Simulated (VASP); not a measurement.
Write the native input for VASP 6.6.1 that does the following.

- Task: single point
- Functional: PBE
- Potentials or basis: VASP PAW PBE potentials, release 64 (Al, N)
- Cutoff: 600 eV
- k mesh: 8 × 6 × 8
- Occupations: gaussian, width 0.02 eV
- Spin: no spin polarisation
- Dipole correction: no
- Further INCAR settings: ALGO = Normal; EDIFF = 1e-06; NBANDS = 16

The structure of AlN lies in POSCAR:

```
AlN
1.0
    3.1130547520      0.0000000000      0.0000000000
    0.0000000000      4.4025242180      0.0000000000
    0.0000000000      0.0000000000      3.1130547520
Al N
2 2
Direct
    0.0000000000      0.0000000000      0.0000058500
    0.5000000000      0.5000000000      0.5000058500
    0.5000000000      0.2500000000      0.0000058500
    0.0000000000      0.7500000000      0.5000058500
```

One way to write it, as run:

INCAR

```
SYSTEM = AlN
  PREC = Accurate
  ENCUT = 600
  EDIFF = 1E-6
  ISMEAR = 0
  SIGMA = 0.02
  LREAL = .False.
  LASPH = .True.
  NELM = 120
  ALGO = Normal
  ISIF = 2
  LWAVE = .False.
  LCHARG = .False.
  GGA = PE
  NBANDS = 16
  GGA_COMPAT = .False.
```

KPOINTS

```
regular mesh
0
Gamma
  8 6 8
  0 0 0
```

Potentials or basis: VASP PAW PBE potentials, release 64 (Al, N).

Command:

```sh
$ cat potpaw_PBE.64/Al/POTCAR potpaw_PBE.64/N/POTCAR > POTCAR
$ mpirun -np 1 vasp_std > vasp.out
```

It gave:

```yaml
Pressure: -0.3 GPa
Band_gap_on_the_k_mesh: 3.31 eV
```

Wall time 35 s on 1 thread of Intel(R) Xeon(R) Platinum 8375C CPU @ 2.90GHz (Ice Lake) (shared host), peak memory 0.18 GiB.
